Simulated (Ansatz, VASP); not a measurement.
## TlPbF3: VASP beside Ansatz

```
Tl Pb F
1.0
     4.89765    0.00000    0.00000
     0.00000    4.89765    0.00000
     0.00000    0.00000    4.89765
Tl Pb F
1 1 3
Cartesian
  0.0000 0.0000 0.0000
  2.4488 2.4488 2.4488
  2.4488 2.4488 0.0000
  2.4488 0.0000 2.4488
  0.0000 2.4488 2.4488
```

Change from the starting cell: hydrostatic strain +2.5%.

Alike in both runs: task single point; functional r2SCAN; k mesh 6 × 6 × 6; no spin polarisation.

```csv
,VASP,Ansatz
version,VASP 6.6.1,Ansatz 0.2.0
potentials or method,"VASP PAW PBE potentials, release 64 (Tl_d, Pb_d, F)","plane waves, PAW"
plane-wave cutoff (eV),520,500
occupations,"gaussian, width 0.01 eV",fixed
valence electrons in the cell,48,48
```

```csv
,VASP,Ansatz,Ansatz less VASP
gap on the k mesh at the Fermi level (eV),2.25,2.25,-0.008
pressure (GPa),-3.0,-2.9,+0.08
```

VASP's potentials were made for PBE, not for r2SCAN.

Neither program's run includes spin-orbit coupling.
